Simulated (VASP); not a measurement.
# W2N (P-3m1) in VASP: single point with PBE

Aim: the single point of W2N with PBE.

Program: VASP 6.6.1. These are calculated values, not measurements. Logs are shortened: lines on timing, memory, paths and dates and some standing lists are left out, and cuts for length are marked.

### Step 1. The cell of the first run

It takes space group P-3m1 (No. 164, trigonal). Conventional cell: a = 2.833 Å, b = 2.833 Å, c = 17.590 Å, α = 90.00°, β = 90.00°, γ = 120.00°. Within 2.8 Å of W (site symmetry 3m) lie 3 N at 2.10 Å and 1 W at 2.67 Å. Within 2.6 Å of W (site symmetry 3m) lie 1 N at 1.97 Å. W (site symmetry 3m) has 3 N at 2.19 Å and 7 W at 2.73 to 2.83 Å within 2.9 Å. Within 2.9 Å of N (site symmetry -3m) lie 6 W at 2.19 Å and 6 N at 2.83 Å. N (site symmetry 3m) has 4 W at 1.97 to 2.10 Å within 2.6 Å.

### Step 2. Single point, PBE

Contents of INCAR:

```
SYSTEM = W2N
PREC = Accurate
ENCUT = 520
EDIFF = 1E-6
ISMEAR = 0
SIGMA = 0.15
LREAL = .FALSE.
LASPH = .TRUE.
NELM = 60
ALGO = Normal
ISIF = 2
LWAVE = .FALSE.
LCHARG = .TRUE.
GGA = PE
LELF = .TRUE.
LVHAR = .TRUE.
NBANDS = 60
```

Contents of KPOINTS:

```
Automatic mesh
0
G
  18 18 4
  0 0 0
```

Contents of POSCAR:

```
W2N
1.0
    2.8327423466      0.0000000000      0.0000000000
   -1.4163711733      2.4532268345      0.0000000000
    0.0000000000      0.0000000000     17.5896328176
W N
6 3
Direct
    0.0000000000      0.0000000000      0.0758675264
    0.0000000000      0.0000000000      0.9241324736
    0.3333333333      0.6666666667      0.2622945113
    0.6666666667      0.3333333333      0.7377054887
    0.3333333333      0.6666666667      0.4174160774
    0.6666666667      0.3333333333      0.5825839226
    0.0000000000      0.0000000000      0.5000000000
    0.3333333333      0.6666666667      0.1503914905
    0.6666666667      0.3333333333      0.8496085095
```

Potentials or basis: VASP PAW PBE potentials, release 64 (W_sv, N).

Launch:

```sh
$ cat potpaw_PBE.64/W_sv/POTCAR potpaw_PBE.64/N/POTCAR > POTCAR
$ mpirun -np 1 vasp_std > vasp.out
```

OUTCAR:

```text
SYSTEM = W2N
   PREC = Accurate
   ENCUT = 520
   EDIFF = 1E-6
   ISMEAR = 0
   LREAL = .FALSE.
   LASPH = .TRUE.
   NELM = 60
   ISIF = 2
   GGA = PE

 ion  position               nearest neighbor table
   1  0.000  0.000  0.076-   8 2.10   8 2.10   8 2.10   2 2.67
   2  0.000  0.000  0.924-   9 2.10   9 2.10   9 2.10   1 2.67
   3  0.333  0.667  0.262-   8 1.97   5 2.73
   4  0.667  0.333  0.738-   9 1.97   6 2.73
   5  0.333  0.667  0.417-   7 2.19   7 2.19   7 2.19   3 2.73   6 3.33   6 3.33   6 3.33
   6  0.667  0.333  0.583-   7 2.19   7 2.19   7 2.19   4 2.73   5 3.33   5 3.33   5 3.33
   7  0.000  0.000  0.500-   5 2.19   6 2.19   5 2.19   6 2.19   6 2.19   5 2.19
   8  0.333  0.667  0.150-   3 1.97   1 2.10   1 2.10   1 2.10
   9  0.667  0.333  0.850-   4 1.97   2 2.10   2 2.10   2 2.10

  LATTYP: Found a hexagonal cell.
 ALAT       =     2.8327423466
 C/A-ratio  =     6.2094008792

  Lattice vectors:

 A1 = (   2.8327423466,   0.0000000000,   0.0000000000)
 A2 = (  -1.4163711733,   2.4532268345,   0.0000000000)
 A3 = (   0.0000000000,   0.0000000000,  17.5896328176)

Analysis of symmetry for initial positions (statically):
=====================================================================
 Subroutine PRICEL returns:
 Original cell was already a primitive cell.

 Routine SETGRP: Setting up the symmetry group for a
 hexagonal supercell.

 Subroutine GETGRP returns: Found 12 space group operations
 (whereof 12 operations were pure point group operations)
 out of a pool of 24 trial point group operations.

The static configuration has the point symmetry D_3d.

Analysis of symmetry for dynamics (positions and initial velocities):
=====================================================================
 Subroutine PRICEL returns:
 Original cell was already a primitive cell.

 Routine SETGRP: Setting up the symmetry group for a
 hexagonal supercell.

 Subroutine GETGRP returns: Found 12 space group operations
 (whereof 12 operations were pure point group operations)
 out of a pool of 24 trial point group operations.

The dynamic configuration has the point symmetry D_3d.

 Subroutine INISYM returns: Found 12 space group operations
 (whereof 12 operations are pure point group operations),
 and found     1 'primitive' translations

----------------------------------------------------------------------------------------

                                     Primitive cell

  volume of cell :     122.2367

  direct lattice vectors                    reciprocal lattice vectors
     2.832742347  0.000000000  0.000000000     0.353014810  0.203813195  0.000000000
    -1.416371173  2.453226835  0.000000000     0.000000000  0.407626391  0.000000000
     0.000000000  0.000000000 17.589632818     0.000000000  0.000000000  0.056851670

  length of vectors
     2.832742347  2.832742347 17.589632818     0.407626391  0.407626391  0.056851670

  position of ions in fractional coordinates (direct lattice)
     0.000000000  0.000000000  0.075867526
     0.000000000  0.000000000  0.924132474
     0.333333333  0.666666667  0.262294511
     0.666666667  0.333333333  0.737705489
     0.333333333  0.666666667  0.417416077
     0.666666667  0.333333333  0.582583923
     0.000000000  0.000000000  0.500000000
     0.333333333  0.666666667  0.150391490
     0.666666667  0.333333333  0.849608510

  ion indices of the primitive-cell ions
   primitive index   ion index
                 1           1
                 2           2
                 3           3
                 4           4
                 5           5
                 6           6
                 7           7
                 8           8
                 9           9

----------------------------------------------------------------------------------------

 KPOINTS: Automatic mesh

Automatic generation of k-mesh.
 Grid dimensions read from file:
 generate k-points for:   18   18    4

 Generating k-lattice:

  Cartesian coordinates                     Fractional coordinates (reciprocal lattice)
     0.019611934  0.011322955  0.000000000     0.055555556  0.000000000  0.000000000
     0.000000000  0.022645911  0.000000000     0.000000000  0.055555556  0.000000000
     0.000000000  0.000000000  0.014212917     0.000000000  0.000000000  0.250000000

  Length of vectors
     0.022645911  0.022645911  0.014212917

  Shift w.r.t. Gamma in fractional coordinates (k-lattice)
     0.000000000  0.000000000  0.000000000

 Subroutine IBZKPT returns following result:
 ===========================================

 Found    138 irreducible k-points:

 Following reciprocal coordinates:
            Coordinates               Weight
  0.000000  0.000000  0.000000      1.000000
  0.055556  0.000000  0.000000      6.000000
  0.111111  0.000000  0.000000      6.000000
  0.166667  0.000000  0.000000      6.000000
  0.222222  0.000000  0.000000      6.000000
  0.277778  0.000000  0.000000      6.000000
[... 16 lines left out ...]
  0.333333  0.111111  0.000000     12.000000
  0.388889  0.111111  0.000000     12.000000
 [... further k-points ...]
   k-points           NKPTS =    138   k-points in BZ     NKDIM =    138   number of bands    NBANDS=     60
   number of dos      NEDOS =    301   number of ions     NIONS =      9
   total plane-waves  NPLWV =  80640
   dimension x,y,z NGX =    24 NGY =   24 NGZ =  140
   dimension x,y,z NGXF=    48 NGYF=   48 NGZF=  280
   ions per type =               6   3
   NGX,Y,Z   is equivalent  to a cutoff of  14.08, 14.08, 13.23 a.u.
   NGXF,Y,Z  is equivalent  to a cutoff of  28.17, 28.17, 26.46 a.u.
 SYSTEM =  W2N
   PREC   = accura    normal or accurate (medium, high low for compatibility)
   ISTART =      0    job   : 0-new  1-cont  2-samecut
   ICHARG =      2    charge: 1-file 2-atom 10-const
   ISPIN  =      1    spin polarized calculation?
   LNONCOLLINEAR =      F non collinear calculations
   LSORBIT =      F    spin-orbit coupling
   LASPH  =      T    aspherical Exc in radial PAW
   ENCUT  =  520.0 eV  38.22 Ry    6.18 a.u.   5.27  5.27 32.71*2*pi/ulx,y,z
   NELM   =     60;   NELMIN=  2; NELMDL= -5     # of ELM steps
   EDIFF  = 0.1E-05   stopping-criterion for ELM
   LREAL  =      F    real-space projection
   EDIFFG = 0.1E-04   stopping-criterion for IOM
   NSW    =      0    number of steps for IOM
   IBRION =     -1    ionic relax: 0-MD 1-quasi-New 2-CG
   NFREE  =      0    steps in history (QN), initial steepest desc. (CG)
   ISIF   =      2    stress and relaxation
   ISYM   =      2    0-nonsym 1-usesym 2-fastsym
   POTIM  = 0.5000    time-step for ionic-motion
   TEBEG  =    0.0;   TEEND  =   0.0 temperature during run
   PSTRESS=    0.0 pullay stress
   NELECT =      99.0000    total number of electrons
   NUPDOWN=      -1.0000    fix difference up-down
   EMIN   =  10.00;   EMAX   =-10.00  energy-range for DOS
   EFERMI =   0.00;   METHOD = LEGACY
   ISMEAR =     0;   SIGMA  =   0.15  broadening in eV -4-tet -1-fermi 0-gaus
   EFERMI_NEDOS =   21; number of points for ismear=-14 and -15
   IALGO  =     38    algorithm
   IMIX   =      4    mixing-type and parameters
     AMIX     =   0.40;   BMIX     =  1.00
     AMIX_MAG =   1.60;   BMIX_MAG =  1.00
  volume/ion in A,a.u.               =      13.58        91.65
  Fermi-wavevector in a.u.,A,eV,Ry     =   1.525994  2.883710 31.683294  2.328656
  Thomas-Fermi vector in A             =   2.634088
   LORBIT       =      0    0 simple, 1 ext, 2 COOP (PROOUT), +10 PAW based schemes
   GGA     = PE    functional components
   LHFCALC =     F    Hartree Fock is set to
   AEXX    =    0.0000 exact exchange contribution
   IVDW    =     0    specifies the selected vdW correction
   LEPSILON=     F    determine dielectric tensor
   LRPA    =     F    only Hartree local field effects (RPA)
 non-spin polarized calculation
 Gauss-broadening in eV      SIGMA  =   0.15
  energy-cutoff  :      520.00
  volume of cell :      122.24
 maximum number of plane-waves:      3320
 NGX is ok and might be reduce to    24
   NGX = 11   NGY = 11   NGZ = 65

 number of electron      99.0000009 magnetization

 Free energy of the ion-electron system (eV)
  ---------------------------------------------------
  ext. energy  EPLUGINS =         0.00000000
  ---------------------------------------------------
  free energy    TOTEN  =       -98.13194118 eV

  energy without entropy =      -98.06110430  energy(sigma->0) =      -98.09652274

 E-fermi :   9.9175     XC(G=0): -13.0373

 val. band max:        9.9136480793   @ k =   0.2778   0.2778   0.5000
 cond. band min:       9.9188875992   @ k =   0.2222   0.1111   0.0000
 fundamental gap:      0.0052395199
 Fermi energy:         9.9174594855

 k-point     1 :       0.0000    0.0000    0.0000
  band No.  band energies     occupation
      1     -64.4787      2.00000
      2     -64.4716      2.00000
      3     -64.3712      2.00000
      4     -64.3473      2.00000
      5     -64.3473      2.00000
      6     -64.3310      2.00000
[... 52 lines left out ...]
     59      11.3397      0.00000
     60      11.9813      0.00000

 k-point     2 :       0.0556    0.0000    0.0000
  band No.  band energies     occupation
      1     -64.4763      2.00000
      2     -64.4693      2.00000
      3     -64.3688      2.00000
      4     -64.3451      2.00000
      5     -64.3451      2.00000
      6     -64.3286      2.00000
[... 52 lines left out ...]
     59      11.5458      0.00000
     60      11.8595      0.00000

 k-point     3 :       0.1111    0.0000    0.0000
  band No.  band energies     occupation
      1     -64.4694      2.00000
      2     -64.4627      2.00000
      3     -64.3618      2.00000
      4     -64.3386      2.00000
      5     -64.3386      2.00000
      6     -64.3218      2.00000
[... 1312 lines left out ...]
     59      13.3067      0.00000
     60      13.6135      0.00000

 k-point    24 :       0.3889    0.1111    0.0000
  band No.  band energies     occupation
      1     -64.3976      2.00000
      2     -64.3953      2.00000
      3     -64.2905      2.00000
      4     -64.2721      2.00000
      5     -64.2720      2.00000
      6     -64.2514      2.00000
[... 52 lines left out ...]
     59      13.7404      0.00000
     60      14.0469      0.00000

 [... further k-points ...]

------------------------ aborting loop because EDIFF is reached ----------------------------------------

  FORCE on cell =-STRESS in cart. coord.  units (eV):
  Direction    XX          YY          ZZ          XY          YZ          ZX
  --------------------------------------------------------------------------------------
  -------------------------------------------------------------------------------------
  Total        0.7093938      0.7093938      1.1006337      0.0000000      0.0000000      0.0000000
  in kB        9.2981473      9.2981473     14.4261956      0.0000000      0.0000000      0.0000000
  external PRESSURE =      11.0074967 kB  Pullay stress =       0.0000000 kB

 VOLUME and BASIS-vectors are now :
 -----------------------------------------------------------------------------
  energy-cutoff  :      520.00
  volume of cell :      122.24
      direct lattice vectors                 reciprocal lattice vectors
     2.832742347  0.000000000  0.000000000     0.353014810  0.203813195  0.000000000
    -1.416371173  2.453226835  0.000000000     0.000000000  0.407626391  0.000000000
     0.000000000  0.000000000 17.589632818     0.000000000  0.000000000  0.056851670

 POSITION                                       TOTAL-FORCE (eV/Angst)
 -----------------------------------------------------------------------------------
      0.00000      0.00000      1.33448         0.000000      0.000000     -0.086826
      0.00000      0.00000     16.25515        -0.000000     -0.000000      0.086826
     -0.00000      1.63548      4.61366        -0.000000      0.000000      0.011744
      1.41637      0.81774     12.97597         0.000000      0.000000     -0.011744
     -0.00000      1.63548      7.34220         0.000000     -0.000000     -0.006379
      1.41637      0.81774     10.24744        -0.000000      0.000000      0.006379
      0.00000      0.00000      8.79482        -0.000000      0.000000     -0.000000
     -0.00000      1.63548      2.64533         0.000000      0.000000      0.015237
      1.41637      0.81774     14.94430        -0.000000     -0.000000     -0.015237
 -----------------------------------------------------------------------------------
    total drift:                                0.000000      0.000000      0.000000

  FREE ENERGIE OF THE ION-ELECTRON SYSTEM (eV)
  ---------------------------------------------------
  free  energy   TOTEN  =       -98.1319411820 eV

  energy  without entropy=      -98.0611043044  energy(sigma->0) =      -98.09652274
```

It took 29 min on 1 thread of AMD EPYC 7R43 (Zen 3), shared host; peak memory 0.74 GiB.

Results:

* Free energy: -98.1319 eV
* Pressure: 1.1 GPa
* Largest force: 0.087 eV/Å

Forces on the atoms (eV/Å):
```
W    0.000  0.000 -0.087
W    0.000  0.000  0.087
W    0.000  0.000  0.012
W    0.000  0.000 -0.012
W    0.000  0.000 -0.006
W    0.000  0.000  0.006
N    0.000  0.000  0.000
N    0.000  0.000  0.015
N    0.000  0.000 -0.015
```

Levels at points of the mesh, in eV from the Fermi level:
```csv
k point,band 47,band 48,band 49,band 50,band 51,band 52,band 53,band 54
"(0.00, 0.00, 0.00)",-0.65,-0.39,-0.39,-0.32,-0.32,0.44,0.44,0.45
"(0.50, 0.00, 0.00)",-0.52,0.52,0.74,0.91,1.06,1.09,2.40,2.47
"(0.00, 0.00, 0.50)",-0.77,-0.38,-0.38,-0.32,-0.32,0.44,0.44,0.45
"(0.50, 0.00, 0.50)",-0.37,0.42,0.63,0.74,1.17,1.37,2.01,2.54
```

Caveat: spin-orbit coupling is left out, which moves the levels of the heavy elements.
